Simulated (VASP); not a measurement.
# GaN (P6_3mc) in VASP: notebook

The runs below take GaN through single point, relaxation of cell and atoms, with PBE.

Program: VASP 6.6.1. These are calculated values, not measurements. Logs are shortened: lines on timing, memory, paths and dates and some standing lists are left out, and cuts for length are marked.

**What was measured.**

From “Studying electronic properties in GaN without electrical contacts using γ-γ vs e−-γ Perturbed Angular Correlations”, 2019, pmc:6823545, for a bulk crystal of GaN: band gap 3.503 ± 0.005 eV (direct).

The results are compared with them further down.

## 1. The cell of the first run

The structure is hexagonal, space group P6_3mc (No. 186). The conventional cell has a = 3.219 Å, b = 3.219 Å, c = 5.243 Å, α = 90.00°, β = 90.00°, γ = 120.00°. Within 2.6 Å of Ga (site symmetry 3m) lie 4 N at 1.97 to 1.98 Å. Within 2.6 Å of N (site symmetry 3m) lie 4 Ga at 1.97 to 1.98 Å.

## 2. Single point, PBE

The input, INCAR:

```
ALGO     = Normal         # electronic algorithm
EDIFF    = 1E-7           # SCF threshold, eV
ENCUT    = 520            # plane-wave cutoff, eV
GGA      = PE             # functional
ISIF     = 2              # what is computed and relaxed
ISMEAR   = 0              # smearing method
LASPH    = True           # aspherical terms in the spheres
LCHARG   = False          # write CHGCAR
LREAL    = False          # projectors in reciprocal space
LWAVE    = False          # write WAVECAR
NBANDS   = 26             # bands
NELM     = 60             # most SCF steps
PREC     = Accurate       # precision mode
SIGMA    = 0.02           # smearing width, eV
```

The input, KPOINTS:

```
k-points
0
Gamma
  12 12 6
```

The input, POSCAR:

```
GaN
1.0
    3.2186527183      0.0000000000      0.0000000000
   -1.6093263592      2.7874350200      0.0000000000
    0.0000000000      0.0000000000      5.2434880756
Ga N
2 2
Direct
    0.3333333333      0.6666666667     -0.0008659247
    0.6666666667      0.3333333333      0.4991340753
    0.3333333333      0.6666666667      0.3758659247
    0.6666666667      0.3333333333      0.8758659247
```

Potentials or basis: VASP PAW PBE potentials, release 64 (Ga_d, N).

The run is started by

```bash
$ cat potpaw_PBE.64/Ga_d/POTCAR potpaw_PBE.64/N/POTCAR > POTCAR
$ mpirun -np 1 vasp_std > vasp.out
```

OUTCAR:

```text
EDIFF = 1E-7
   ENCUT = 520
   GGA = PE
   ISIF = 2
   ISMEAR = 0
   LASPH = True
   LREAL = False
   NELM = 60
   PREC = Accurate

 ion  position               nearest neighbor table
   1  0.333  0.667  0.999-   4 1.97   4 1.97   4 1.97   3 1.98
   2  0.667  0.333  0.499-   3 1.97   3 1.97   3 1.97   4 1.98
   3  0.333  0.667  0.376-   2 1.97   2 1.97   2 1.97   1 1.98
   4  0.667  0.333  0.876-   1 1.97   1 1.97   1 1.97   2 1.98

  LATTYP: Found a hexagonal cell.
 ALAT       =     3.2186527183
 C/A-ratio  =     1.6290940758

  Lattice vectors:

 A1 = (   3.2186527183,   0.0000000000,   0.0000000000)
 A2 = (  -1.6093263592,   2.7874350200,   0.0000000000)
 A3 = (   0.0000000000,   0.0000000000,   5.2434880756)

Analysis of symmetry for initial positions (statically):
=====================================================================
 Subroutine PRICEL returns:
 Original cell was already a primitive cell.

 Routine SETGRP: Setting up the symmetry group for a
 hexagonal supercell.

 Subroutine GETGRP returns: Found 12 space group operations
 (whereof  6 operations were pure point group operations)
 out of a pool of 24 trial point group operations.

The static configuration has the point symmetry C_3v.
 The point group associated with its full space group is C_6v.

Analysis of symmetry for dynamics (positions and initial velocities):
=====================================================================
 Subroutine PRICEL returns:
 Original cell was already a primitive cell.

 Routine SETGRP: Setting up the symmetry group for a
 hexagonal supercell.

 Subroutine GETGRP returns: Found 12 space group operations
 (whereof  6 operations were pure point group operations)
 out of a pool of 24 trial point group operations.

The dynamic configuration has the point symmetry C_3v.
 The point group associated with its full space group is C_6v.

 Subroutine INISYM returns: Found 12 space group operations
 (whereof  6 operations are pure point group operations),
 and found     1 'primitive' translations

----------------------------------------------------------------------------------------

                                     Primitive cell

  volume of cell :      47.0434

  direct lattice vectors                    reciprocal lattice vectors
     3.218652718  0.000000000  0.000000000     0.310689002  0.179376379  0.000000000
    -1.609326359  2.787435020  0.000000000     0.000000000  0.358752758  0.000000000
     0.000000000  0.000000000  5.243488076     0.000000000  0.000000000  0.190712744

  length of vectors
     3.218652718  3.218652718  5.243488076     0.358752758  0.358752758  0.190712744

  position of ions in fractional coordinates (direct lattice)
     0.333333333  0.666666667  0.999134075
     0.666666667  0.333333333  0.499134075
     0.333333333  0.666666667  0.375865925
     0.666666667  0.333333333  0.875865925

  ion indices of the primitive-cell ions
   primitive index   ion index
                 1           1
                 2           2
                 3           3
                 4           4

----------------------------------------------------------------------------------------

 KPOINTS: k-points

Automatic generation of k-mesh.
 Grid dimensions read from file:
 generate k-points for:   12   12    6

 Generating k-lattice:

  Cartesian coordinates                     Fractional coordinates (reciprocal lattice)
     0.025890750  0.014948032  0.000000000     0.083333333  0.000000000  0.000000000
     0.000000000  0.029896063  0.000000000     0.000000000  0.083333333  0.000000000
     0.000000000  0.000000000  0.031785457     0.000000000  0.000000000  0.166666667

  Length of vectors
     0.029896063  0.029896063  0.031785457

  Shift w.r.t. Gamma in fractional coordinates (k-lattice)
     0.000000000  0.000000000  0.000000000

 Subroutine IBZKPT returns following result:
 ===========================================

 Found     76 irreducible k-points:

 Following reciprocal coordinates:
            Coordinates               Weight
  0.000000  0.000000  0.000000      1.000000
  0.083333  0.000000  0.000000      6.000000
  0.166667  0.000000  0.000000      6.000000
  0.250000  0.000000  0.000000      6.000000
  0.333333  0.000000  0.000000      6.000000
  0.416667  0.000000  0.000000      6.000000
[... 16 lines left out ...]
  0.250000  0.000000  0.166667     12.000000
  0.333333  0.000000  0.166667     12.000000
 [... further k-points ...]
   k-points           NKPTS =     76   k-points in BZ     NKDIM =     76   number of bands    NBANDS=     26
   number of dos      NEDOS =    301   number of ions     NIONS =      4
   total plane-waves  NPLWV =  23040
   dimension x,y,z NGX =    24 NGY =   24 NGZ =   40
   dimension x,y,z NGXF=    48 NGYF=   48 NGZF=   80
   ions per type =               2   2
   NGX,Y,Z   is equivalent  to a cutoff of  12.40, 12.40, 12.68 a.u.
   NGXF,Y,Z  is equivalent  to a cutoff of  24.79, 24.79, 25.36 a.u.
 SYSTEM =  unknown system
   PREC   = accura    normal or accurate (medium, high low for compatibility)
   ISTART =      0    job   : 0-new  1-cont  2-samecut
   ICHARG =      2    charge: 1-file 2-atom 10-const
   ISPIN  =      1    spin polarized calculation?
   LNONCOLLINEAR =      F non collinear calculations
   LSORBIT =      F    spin-orbit coupling
   LASPH  =      T    aspherical Exc in radial PAW
   ENCUT  =  520.0 eV  38.22 Ry    6.18 a.u.   5.98  5.98  9.75*2*pi/ulx,y,z
   NELM   =     60;   NELMIN=  2; NELMDL= -5     # of ELM steps
   EDIFF  = 0.1E-06   stopping-criterion for ELM
   LREAL  =      F    real-space projection
   EDIFFG = 0.1E-05   stopping-criterion for IOM
   NSW    =      0    number of steps for IOM
   IBRION =     -1    ionic relax: 0-MD 1-quasi-New 2-CG
   NFREE  =      0    steps in history (QN), initial steepest desc. (CG)
   ISIF   =      2    stress and relaxation
   ISYM   =      2    0-nonsym 1-usesym 2-fastsym
   POTIM  = 0.5000    time-step for ionic-motion
   TEBEG  =    0.0;   TEEND  =   0.0 temperature during run
   PSTRESS=    0.0 pullay stress
   NELECT =      36.0000    total number of electrons
   NUPDOWN=      -1.0000    fix difference up-down
   EMIN   =  10.00;   EMAX   =-10.00  energy-range for DOS
   EFERMI =   0.00;   METHOD = LEGACY
   ISMEAR =     0;   SIGMA  =   0.02  broadening in eV -4-tet -1-fermi 0-gaus
   EFERMI_NEDOS =   21; number of points for ismear=-14 and -15
   IALGO  =     38    algorithm
   IMIX   =      4    mixing-type and parameters
     AMIX     =   0.40;   BMIX     =  1.00
     AMIX_MAG =   1.60;   BMIX_MAG =  1.00
  volume/ion in A,a.u.               =      11.76        79.37
  Fermi-wavevector in a.u.,A,eV,Ry     =   1.497416  2.829707 30.507747  2.242256
  Thomas-Fermi vector in A             =   2.609307
   LORBIT       =      0    0 simple, 1 ext, 2 COOP (PROOUT), +10 PAW based schemes
   GGA     = PE    functional components
   LHFCALC =     F    Hartree Fock is set to
   AEXX    =    0.0000 exact exchange contribution
   IVDW    =     0    specifies the selected vdW correction
   LEPSILON=     F    determine dielectric tensor
   LRPA    =     F    only Hartree local field effects (RPA)
 non-spin polarized calculation
 Gauss-broadening in eV      SIGMA  =   0.02
  energy-cutoff  :      520.00
  volume of cell :       47.04
 maximum number of plane-waves:      1290
 NGX is ok and might be reduce to    24
   NGX = 11   NGY = 11   NGZ = 19

 number of electron      35.9999957 magnetization

 Free energy of the ion-electron system (eV)
  ---------------------------------------------------
  ext. energy  EPLUGINS =         0.00000000
  ---------------------------------------------------
  free energy    TOTEN  =       -24.32787649 eV

  energy without entropy =      -24.32787649  energy(sigma->0) =      -24.32787649

 E-fermi :   5.1630     XC(G=0): -11.5138

 val. band max:        5.0062755615   @ k =   0.0000   0.0000   0.0000
 cond. band min:       6.7205814925   @ k =   0.0000   0.0000   0.0000
 fundamental gap:      1.7143059310
 Fermi energy:         5.1630465724

 k-point     1 :       0.0000    0.0000    0.0000
  band No.  band energies     occupation
      1     -10.7271      2.00000
      2      -9.9046      2.00000
      3      -8.4141      2.00000
      4      -8.3997      2.00000
      5      -8.3997      2.00000
      6      -8.3440      2.00000
[... 18 lines left out ...]
     25      16.4923      0.00000
     26      16.4923      0.00000

 k-point     2 :       0.0833    0.0000    0.0000
  band No.  band energies     occupation
      1     -10.6628      2.00000
      2      -9.8889      2.00000
      3      -8.4082      2.00000
      4      -8.3905      2.00000
      5      -8.3761      2.00000
      6      -8.3368      2.00000
[... 18 lines left out ...]
     25      16.1474      0.00000
     26      16.6414      0.00000

 k-point     3 :       0.1667    0.0000    0.0000
  band No.  band energies     occupation
      1     -10.4891      2.00000
      2      -9.8506      2.00000
      3      -8.3859      2.00000
      4      -8.3679      2.00000
      5      -8.3225      2.00000
      6      -8.2972      2.00000
[... 18 lines left out ...]
     25      16.1620      0.00000
     26      16.9938      0.00000

 k-point     4 :       0.2500    0.0000    0.0000
  band No.  band energies     occupation
      1     -10.2642      2.00000
      2      -9.8090      2.00000
      3      -8.3628      2.00000
      4      -8.3456      2.00000
      5      -8.2841      2.00000
      6      -8.2507      2.00000
[... 18 lines left out ...]
     25      16.2676      0.00000
     26      17.4631      0.00000
[... 496 lines left out ...]
      1     -10.4241      2.00000
      2      -9.8674      2.00000
      3      -8.3824      2.00000
      4      -8.3648      2.00000
      5      -8.3270      2.00000
      6      -8.3034      2.00000
[... 18 lines left out ...]
     25      15.7759      0.00000
     26      16.7949      0.00000

 k-point    23 :       0.2500    0.0000    0.1667
  band No.  band energies     occupation
      1     -10.2129      2.00000
      2      -9.8183      2.00000
      3      -8.3630      2.00000
      4      -8.3398      2.00000
      5      -8.2962      2.00000
      6      -8.2574      2.00000
[... 18 lines left out ...]
     25      15.9113      0.00000
     26      17.3019      0.00000

 k-point    24 :       0.3333    0.0000    0.1667
  band No.  band energies     occupation
      1     -10.0313      2.00000
      2      -9.7825      2.00000
      3      -8.3545      2.00000
      4      -8.3252      2.00000
      5      -8.2713      2.00000
      6      -8.2133      2.00000
[... 18 lines left out ...]
     25      16.1653      0.00000
     26      17.8697      0.00000

 [... further k-points ...]
[... 5 lines left out ...]
  --------------------------------------------------------------------------------------
  -------------------------------------------------------------------------------------
  Total        0.0205752      0.0205752      0.0327110     -0.0000000      0.0000000      0.0000000
  in kB        0.7007367      0.7007367      1.1140506     -0.0000000      0.0000000      0.0000000
  external PRESSURE =       0.8385080 kB  Pullay stress =       0.0000000 kB

 VOLUME and BASIS-vectors are now :
 -----------------------------------------------------------------------------
  energy-cutoff  :      520.00
  volume of cell :       47.04
      direct lattice vectors                 reciprocal lattice vectors
     3.218652718  0.000000000  0.000000000     0.310689002  0.179376379  0.000000000
    -1.609326359  2.787435020  0.000000000     0.000000000  0.358752758  0.000000000
     0.000000000  0.000000000  5.243488076     0.000000000  0.000000000  0.190712744

 POSITION                                       TOTAL-FORCE (eV/Angst)
 -----------------------------------------------------------------------------------
     -0.00000      1.85829      5.23895        -0.000000      0.000000     -0.000296
      1.60933      0.92915      2.61720         0.000000     -0.000000     -0.000296
     -0.00000      1.85829      1.97085        -0.000000      0.000000      0.000296
      1.60933      0.92915      4.59259         0.000000      0.000000      0.000296
 -----------------------------------------------------------------------------------
    total drift:                               -0.000001     -0.000001     -0.001223

  FREE ENERGIE OF THE ION-ELECTRON SYSTEM (eV)
  ---------------------------------------------------
  free  energy   TOTEN  =       -24.3278764915 eV

  energy  without entropy=      -24.3278764915  energy(sigma->0) =      -24.32787649
```

Run time: 35 s. Hardware: 1 thread of Intel Xeon 6975P-C (Granite Rapids), shared host; peak memory 0.21 GiB.

Results:

```
Free energy            : -24.3279 eV
Pressure               : 0.1 GPa
Band gap on the k mesh : 1.71 eV, direct
```

## 3. Relaxation of cell and atoms, PBE

This run uses another cell than the first one, of 11.31 Å³/atom, 0.962 times its volume.

The input, INCAR:

```
SYSTEM = GaN
PREC = Accurate
ENCUT = 600
EDIFF = 1E-6
ISMEAR = 0
SIGMA = 0.02
LREAL = .False.
LASPH = .True.
NELM = 100
ALGO = Normal
ISIF = 3
LWAVE = .False.
LCHARG = .False.
GGA = PE
IBRION = 2
NSW = 100
EDIFFG = -0.005
```

The input, KPOINTS:

```
Automatic mesh
0
Gamma
  12 12 6
  0 0 0
```

The input, POSCAR:

```
GaN
1.0
    3.1799996605      0.0000000000      0.0000000000
   -1.5899998303      2.7539604900      0.0000000000
    0.0000000000      0.0000000000      5.1660000000
Ga N
2 2
Direct
    0.3333333333      0.6666666667      0.0000000000
    0.6666666667      0.3333333333      0.5000000000
    0.3333333333      0.6666666667      0.3750000000
    0.6666666667      0.3333333333      0.8750000000
```

Potentials or basis: VASP PAW PBE potentials, release 64 (Ga_d, N).

The run is started by

```bash
$ cat potpaw_PBE.64/Ga_d/POTCAR potpaw_PBE.64/N/POTCAR > POTCAR
$ mpirun -np 1 vasp_std > vasp.out
```

It took 4.7 min on 1 thread of Intel Xeon 6975P-C (Granite Rapids), shared host; peak memory 0.24 GiB.

It converged, with:

```
Free energy                            : -24.3284 eV
Relaxed volume                         : 11.76 Å³/atom
Relaxed cell                           : a = 3.218 Å, b = 3.218 Å, c = 5.244 Å, α = 90.00°, β = 90.00°, γ = 120.00°
Space group after relaxing (to 0.05 Å) : P6_3mc (No. 186)
Energy gained by relaxing              : 10.1 meV/atom
Ionic steps                            : 10
Pressure after relaxing                : 0.0 GPa
Band gap on the k mesh                 : 1.71 eV, direct
```

Step by step:
```
step  energy change (eV)  largest force (eV/Å)  pressure (GPa)  volume (Å³)
   1              0.0000                0.1347            7.17        45.24
   2             -0.0120                0.0620           -5.25        48.63
   3             -0.0402                0.0105           -0.03        47.03
   4             -0.0402                0.0127            0.13        47.00
   5             -0.0403                0.0073            0.09        47.00
   6             -0.0403                0.0046            0.10        47.00
   7             -0.0403                0.0016           -0.09        47.05
   8             -0.0403                0.0022            0.15        47.03
   9             -0.0403                0.0003           -0.13        47.04
  10             -0.0403                0.0014           -0.04        47.03
```

Final structure:
```cif
data_structure
_symmetry_space_group_name_H-M 'P 1'
_symmetry_Int_Tables_number 1
_cell_length_a 3.2181
_cell_length_b 3.2181
_cell_length_c 5.2442
_cell_angle_alpha 90.000
_cell_angle_beta 90.000
_cell_angle_gamma 120.000
_cell_volume 47.03
loop_
_atom_site_label
_atom_site_type_symbol
_atom_site_fract_x
_atom_site_fract_y
_atom_site_fract_z
_atom_site_occupancy
Ga1 Ga 0.33333 0.66667 0.99917 1
Ga2 Ga 0.66667 0.33333 0.49917 1
N1 N 0.33333 0.66667 0.37583 1
N2 N 0.66667 0.33333 0.87583 1
```

Levels at points of the mesh, in eV from the valence-band top:
```csv
k point,band 14,band 15,band 16,band 17,band 18,band 19,band 20,band 21,band 22
"(0.00, 0.00, 0.00)",-1.00,-1.00,-0.04,0.00,0.00,1.71,4.07,9.02,9.73
"(0.50, 0.00, 0.00)",-5.19,-4.07,-2.64,-2.12,-0.96,4.98,5.37,5.98,8.34
"(0.00, 0.00, 0.50)",-3.79,-0.51,-0.51,-0.51,-0.51,4.06,4.06,8.31,8.31
"(0.50, 0.00, 0.50)",-6.44,-1.87,-1.87,-1.83,-1.83,4.31,4.31,7.58,7.58
```

As with any semilocal functional, this PBE gap is likely too small. PBE usually gives volumes a little too large and moduli too small.

## 4. Against experiment

Step 2. A measured gap of GaN is 3.503 eV (direct; quoted in “Studying electronic properties in GaN without electrical contacts using γ-γ vs e−-γ Perturbed Angular Correlations”, 2019, pmc:6823545); the calculated 1.71 eV misses it by -1.79 eV. So large a miss can be the level of theory's own, or it may mean another phase, state or a wrong row. Spin-orbit coupling on Ga is left out. The value is that of PBE, without temperature or zero-point motion. Semilocal functionals fall short of measured gaps as a rule.
